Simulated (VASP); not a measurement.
A run of VASP 6.6.1 is set up as follows.

The input INCAR:

```
SYSTEM = Ga4BiAs3
PREC = Accurate ; ENCUT = 520
EDIFF = 1E-6 ; ISMEAR = 1
SIGMA = 0.05 ; LREAL = .FALSE.
LASPH = .TRUE. ; NELM = 80
ALGO = Normal ; ISIF = 2
LWAVE = .FALSE. ; LCHARG = .FALSE.
NBANDS = 51
```

KPOINTS

```
Automatic mesh
0
G
  3 3 3
  0 0 0
```

POSCAR

```
Ga4BiAs3
1.0
    5.9403950000      0.0000000000      0.0000000000
    0.0000000000      5.9403950000      0.0000000000
    0.0000000000      0.0000000000      5.9403950000
Ga Bi As
4 1 3
Direct
    0.2607210000      0.2607210000      0.2607210000
    0.2607210000      0.7392790000      0.7392790000
    0.7392790000      0.2607210000      0.7392790000
    0.7392790000      0.7392790000      0.2607210000
    0.0000000000      0.0000000000      0.0000000000
    0.5000000000      0.5000000000      0.0000000000
    0.5000000000      0.0000000000      0.5000000000
    0.0000000000      0.5000000000      0.5000000000
```

Potentials or basis: VASP PAW LDA potentials, release 64 (Ga_d, Bi_d, As).

Launch:

```bash
$ cat potpaw_LDA.64/Ga_d/POTCAR potpaw_LDA.64/Bi_d/POTCAR potpaw_LDA.64/As/POTCAR > POTCAR
$ mpirun -np 1 vasp_std > vasp.out
```

Q: Estimate the band gap on the k mesh.

A: Zero (filled and empty bands touch).

Q: Estimate the pressure.

A: -4.3 GPa.

Q: What does it give for the largest force?

A: 0.052 eV/Å.

Forces on the atoms (eV/Å):
```
Ga   0.030  0.030  0.030
Ga   0.030 -0.030 -0.030
Ga  -0.030  0.030 -0.030
Ga  -0.030 -0.030  0.030
Bi   0.000  0.000  0.000
As   0.000  0.000  0.000
As   0.000  0.000  0.000
As   0.000  0.000  0.000
```

Caveat: spin-orbit coupling is left out, which moves the levels of the heavy elements.
